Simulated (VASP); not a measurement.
# TiO2 (R-3m) in VASP: single point with PBEsol

Aim: the single point of TiO2 with PBEsol.

Program: VASP 6.6.1. These are calculated values, not measurements. Logs are shortened: lines on timing, memory, paths and dates and some standing lists are left out, and cuts for length are marked.

### Step 1. The cell of the first run

Symmetry: R-3m, No. 166, trigonal system. Conventional cell: a = 2.995 Å, b = 2.995 Å, c = 20.945 Å, α = 90.00°, β = 90.00°, γ = 120.00°. Within 2.6 Å of Ti (site symmetry -3m) lie 6 O at 1.98 Å. O (site symmetry 3m) has 3 Ti at 1.98 Å and 3 O at 2.60 Å within 2.6 Å.

### Step 2. Single point, PBEsol

The input, INCAR:

```
PREC     = Accurate       # precision mode
ENCUT    = 600            # plane-wave cutoff, eV
EDIFF    = 1E-6           # SCF threshold, eV
ISMEAR   = 0              # smearing method
SIGMA    = 0.01           # smearing width, eV
LREAL    = False          # projectors in reciprocal space
LASPH    = True           # aspherical terms in the spheres
NELM     = 120            # most SCF steps
ALGO     = Normal         # electronic algorithm
ISIF     = 2              # what is computed and relaxed
LWAVE    = False          # write WAVECAR
LCHARG   = False          # write CHGCAR
GGA      = PS             # functional
NBANDS   = 19             # bands
GGA_COMPAT= False
```

The input, KPOINTS:

```
Automatic mesh
0
Gamma
  7 7 7
```

The input, POSCAR:

```
TiO2
1.0
    1.4973300000      0.8644800000      6.9815400000
   -1.4973300000      0.8644800000      6.9815400000
    0.0000000000     -1.7289700000      6.9815400000
Ti O
1 2
Direct
    0.0000000000      0.0000000000      0.0000000000
    0.6204700000      0.6204700000      0.6204700000
    0.3795300000      0.3795300000      0.3795300000
```

Potentials or basis: VASP PAW PBE potentials, release 64 (Ti_sv, O).

Command:

```sh
$ cat potpaw_PBE.64/Ti_sv/POTCAR potpaw_PBE.64/O/POTCAR > POTCAR
$ mpirun -np 1 vasp_std > vasp.out
```

OUTCAR:

```text
PREC = Accurate
   ENCUT = 600
   EDIFF = 1E-6
   ISMEAR = 0
   LREAL = False
   LASPH = True
   NELM = 120
   ISIF = 2
   GGA = PS

 ion  position               nearest neighbor table
   1  0.000  0.000  0.000-   2 1.98   3 1.98   2 1.98   2 1.98   3 1.98   3 1.98
   2  0.620  0.620  0.620-   1 1.98   1 1.98   1 1.98
   3  0.380  0.380  0.380-   1 1.98   1 1.98   1 1.98

  LATTYP: Found a trigonal (rhomboedric) cell.
 ALAT       =     7.1924421145
 COS(alpha) =     0.9133213184

  Lattice vectors:

 A1 = (   1.4973300000,   0.8644800000,   6.9815400000)
 A2 = (  -1.4973300000,   0.8644800000,   6.9815400000)
 A3 = (   0.0000000000,  -1.7289700000,   6.9815400000)

Analysis of symmetry for initial positions (statically):
=====================================================================
 Subroutine PRICEL returns:
 Original cell was already a primitive cell.

 Routine SETGRP: Setting up the symmetry group for a
 trigonal (rhombohedral) supercell.

 Subroutine GETGRP returns: Found 12 space group operations
 (whereof 12 operations were pure point group operations)
 out of a pool of 12 trial point group operations.

The static configuration has the point symmetry D_3d.

Analysis of symmetry for dynamics (positions and initial velocities):
=====================================================================
 Subroutine PRICEL returns:
 Original cell was already a primitive cell.

 Routine SETGRP: Setting up the symmetry group for a
 trigonal (rhombohedral) supercell.

 Subroutine GETGRP returns: Found 12 space group operations
 (whereof 12 operations were pure point group operations)
 out of a pool of 12 trial point group operations.

The dynamic configuration has the point symmetry D_3d.

 Subroutine INISYM returns: Found 12 space group operations
 (whereof 12 operations are pure point group operations),
 and found     1 'primitive' translations

----------------------------------------------------------------------------------------

                                     Primitive cell

  volume of cell :      54.2221

  direct lattice vectors                    reciprocal lattice vectors
     1.497330000  0.864480000  6.981540000     0.333927725  0.192793383  0.047745050
    -1.497330000  0.864480000  6.981540000    -0.333927725  0.192793383  0.047745050
     0.000000000 -1.728970000  6.981540000     0.000000000 -0.385586767  0.047744774

  length of vectors
     7.192442115  7.192442115  7.192443120     0.388531342  0.388531342  0.388531489

  position of ions in fractional coordinates (direct lattice)
     0.000000000  0.000000000  0.000000000
     0.620470000  0.620470000  0.620470000
     0.379530000  0.379530000  0.379530000

  ion indices of the primitive-cell ions
   primitive index   ion index
                 1           1
                 2           2
                 3           3

----------------------------------------------------------------------------------------

 KPOINTS: Automatic mesh

Automatic generation of k-mesh.
 Grid dimensions read from file:
 generate k-points for:    7    7    7

 Generating k-lattice:

  Cartesian coordinates                     Fractional coordinates (reciprocal lattice)
     0.047703961  0.027541912  0.006820721     0.142857143  0.000000000  0.000000000
    -0.047703961  0.027541912  0.006820721     0.000000000  0.142857143  0.000000000
     0.000000000 -0.055083824  0.006820682    -0.000000000 -0.000000000  0.142857143

  Length of vectors
     0.055504477  0.055504477  0.055504498

  Shift w.r.t. Gamma in fractional coordinates (k-lattice)
     0.000000000  0.000000000  0.000000000

 Subroutine IBZKPT returns following result:
 ===========================================

 Found     44 irreducible k-points:

 Following reciprocal coordinates:
            Coordinates               Weight
  0.000000  0.000000  0.000000      1.000000
  0.142857 -0.000000 -0.000000      6.000000
  0.285714 -0.000000 -0.000000      6.000000
  0.428571  0.000000  0.000000      6.000000
  0.142857  0.142857 -0.000000      6.000000
  0.285714  0.142857  0.000000     12.000000
[... 16 lines left out ...]
  0.285714  0.285714  0.142857      6.000000
  0.428571  0.285714  0.142857     12.000000
 [... further k-points ...]
   k-points           NKPTS =     44   k-points in BZ     NKDIM =     44   number of bands    NBANDS=     19
   number of dos      NEDOS =    301   number of ions     NIONS =      3
   total plane-waves  NPLWV = 216000
   dimension x,y,z NGX =    60 NGY =   60 NGZ =   60
   dimension x,y,z NGXF=   120 NGYF=  120 NGZF=  120
   ions per type =               1   2
   NGX,Y,Z   is equivalent  to a cutoff of  13.87, 13.87, 13.87 a.u.
   NGXF,Y,Z  is equivalent  to a cutoff of  27.74, 27.74, 27.74 a.u.
 SYSTEM =  unknown system
   PREC   = accura    normal or accurate (medium, high low for compatibility)
   ISTART =      0    job   : 0-new  1-cont  2-samecut
   ICHARG =      2    charge: 1-file 2-atom 10-const
   ISPIN  =      1    spin polarized calculation?
   LNONCOLLINEAR =      F non collinear calculations
   LSORBIT =      F    spin-orbit coupling
   LASPH  =      T    aspherical Exc in radial PAW
   ENCUT  =  600.0 eV  44.10 Ry    6.64 a.u.  14.37 14.37 14.37*2*pi/ulx,y,z
   NELM   =    120;   NELMIN=  2; NELMDL= -5     # of ELM steps
   EDIFF  = 0.1E-05   stopping-criterion for ELM
   LREAL  =      F    real-space projection
   EDIFFG = 0.1E-04   stopping-criterion for IOM
   NSW    =      0    number of steps for IOM
   IBRION =     -1    ionic relax: 0-MD 1-quasi-New 2-CG
   NFREE  =      0    steps in history (QN), initial steepest desc. (CG)
   ISIF   =      2    stress and relaxation
   ISYM   =      2    0-nonsym 1-usesym 2-fastsym
   POTIM  = 0.5000    time-step for ionic-motion
   TEBEG  =    0.0;   TEEND  =   0.0 temperature during run
   PSTRESS=    0.0 pullay stress
   NELECT =      24.0000    total number of electrons
   NUPDOWN=      -1.0000    fix difference up-down
   EMIN   =  10.00;   EMAX   =-10.00  energy-range for DOS
   EFERMI =   0.00;   METHOD = LEGACY
   ISMEAR =     0;   SIGMA  =   0.01  broadening in eV -4-tet -1-fermi 0-gaus
   EFERMI_NEDOS =   21; number of points for ismear=-14 and -15
   IALGO  =     38    algorithm
   IMIX   =      4    mixing-type and parameters
     AMIX     =   0.40;   BMIX     =  1.00
     AMIX_MAG =   1.60;   BMIX_MAG =  1.00
  volume/ion in A,a.u.               =      18.07       121.97
  Fermi-wavevector in a.u.,A,eV,Ry     =   1.247632  2.357682 21.178619  1.556585
  Thomas-Fermi vector in A             =   2.381755
   LORBIT       =      0    0 simple, 1 ext, 2 COOP (PROOUT), +10 PAW based schemes
   GGA     = PS    functional components
   LHFCALC =     F    Hartree Fock is set to
   AEXX    =    0.0000 exact exchange contribution
   IVDW    =     0    specifies the selected vdW correction
   LEPSILON=     F    determine dielectric tensor
   LRPA    =     F    only Hartree local field effects (RPA)
 non-spin polarized calculation
 Gauss-broadening in eV      SIGMA  =   0.01
  energy-cutoff  :      600.00
  volume of cell :       54.22
 maximum number of plane-waves:      1827
 NGX is ok and might be reduce to    60
   NGX = 29   NGY = 29   NGZ = 29

 number of electron      23.9999998 magnetization

 Free energy of the ion-electron system (eV)
  ---------------------------------------------------
  ext. energy  EPLUGINS =         0.00000000
  ---------------------------------------------------
  free energy    TOTEN  =       -27.63435254 eV

  energy without entropy =      -27.63435254  energy(sigma->0) =      -27.63435254

 E-fermi :  -1.0860     XC(G=0):  -7.7317

 val. band max:       -1.1690528102   @ k =  -0.1429   0.1429   0.0000
 cond. band min:       1.4595583911   @ k =   0.1429   0.1429   0.1429
 fundamental gap:      2.6286112012
 Fermi energy:        -1.0860376666

 k-point     1 :       0.0000    0.0000    0.0000
  band No.  band energies     occupation
      1     -57.3075      2.00000
      2     -33.6797      2.00000
      3     -33.3985      2.00000
      4     -33.3985      2.00000
      5     -18.5085      2.00000
      6     -16.7258      2.00000
[... 11 lines left out ...]
     18       5.9348      0.00000
     19       9.0713      0.00000

 k-point     2 :       0.1429   -0.0000   -0.0000
  band No.  band energies     occupation
      1     -57.2942      2.00000
      2     -33.6561      2.00000
      3     -33.5116      2.00000
      4     -33.4198      2.00000
      5     -18.2535      2.00000
      6     -16.8543      2.00000
[... 11 lines left out ...]
     18       6.5422      0.00000
     19       9.7394      0.00000

 k-point     3 :       0.2857   -0.0000   -0.0000
  band No.  band energies     occupation
      1     -57.2642      2.00000
      2     -33.7607      2.00000
      3     -33.5993      2.00000
      4     -33.4674      2.00000
      5     -17.7211      2.00000
      6     -17.0773      2.00000
[... 11 lines left out ...]
     18       7.9678      0.00000
     19      10.9010      0.00000

 k-point     4 :       0.4286    0.0000    0.0000
  band No.  band energies     occupation
      1     -57.2399      2.00000
      2     -33.9508      2.00000
      3     -33.5555      2.00000
      4     -33.5052      2.00000
      5     -17.5895      2.00000
      6     -16.9269      2.00000
[... 407 lines left out ...]
     18       8.0620      0.00000
     19      10.6635      0.00000

 k-point    23 :       0.2857    0.2857    0.1429
  band No.  band energies     occupation
      1     -57.2942      2.00000
      2     -33.6561      2.00000
      3     -33.5116      2.00000
      4     -33.4198      2.00000
      5     -18.2533      2.00000
      6     -16.8546      2.00000
[... 11 lines left out ...]
     18       6.8692      0.00000
     19       8.9388      0.00000

 k-point    24 :       0.4286    0.2857    0.1429
  band No.  band energies     occupation
      1     -57.2725      2.00000
      2     -33.6745      2.00000
      3     -33.6182      2.00000
      4     -33.4701      2.00000
      5     -17.8406      2.00000
      6     -17.0480      2.00000
[... 11 lines left out ...]
     18       7.8453      0.00000
     19       9.8552      0.00000

 [... further k-points ...]

------------------------ aborting loop because EDIFF is reached ----------------------------------------

  FORCE on cell =-STRESS in cart. coord.  units (eV):
  Direction    XX          YY          ZZ          XY          YZ          ZX
  --------------------------------------------------------------------------------------
  -------------------------------------------------------------------------------------
  Total       -1.6094454     -1.6094434     -0.8326434      0.0000000      0.0000004      0.0000000
  in kB      -47.5565347    -47.5564747    -24.6032782      0.0000000      0.0000117      0.0000000
  external PRESSURE =     -39.9054292 kB  Pullay stress =       0.0000000 kB

 VOLUME and BASIS-vectors are now :
 -----------------------------------------------------------------------------
  energy-cutoff  :      600.00
  volume of cell :       54.22
      direct lattice vectors                 reciprocal lattice vectors
     1.497330000  0.864480000  6.981540000     0.333927725  0.192793383  0.047745050
    -1.497330000  0.864480000  6.981540000    -0.333927725  0.192793383  0.047745050
     0.000000000 -1.728970000  6.981540000     0.000000000 -0.385586767  0.047744774

 POSITION                                       TOTAL-FORCE (eV/Angst)
 -----------------------------------------------------------------------------------
      0.00000      0.00000      0.00000         0.000000     -0.000000     -0.000000
      0.00000     -0.00001     12.99551        -0.000000     -0.000000      0.387923
      0.00000     -0.00000      7.94911        -0.000000      0.000000     -0.387923
 -----------------------------------------------------------------------------------
    total drift:                               -0.000000      0.000000      0.000000

  FREE ENERGIE OF THE ION-ELECTRON SYSTEM (eV)
  ---------------------------------------------------
  free  energy   TOTEN  =       -27.6343525384 eV

  energy  without entropy=      -27.6343525384  energy(sigma->0) =      -27.63435254
```

Run time: 3 min. Hardware: 1 thread of Intel Xeon Platinum 8488C (Sapphire Rapids), shared host; peak memory 0.47 GiB.

What came out:

* Free energy: -27.6344 eV
* Pressure: -4.0 GPa
* Largest force: 0.388 eV/Å
* Band gap on the k mesh: 2.63 eV, indirect (least direct gap 2.83 eV)

Forces in eV/Å, atoms in the order of the input:
```
Ti   0.000  0.000  0.000
O    0.000  0.000  0.388
O    0.000  0.000 -0.388
```

Caveat: the PAW data sets were made with another functional, which shifts forces and pressure a little.
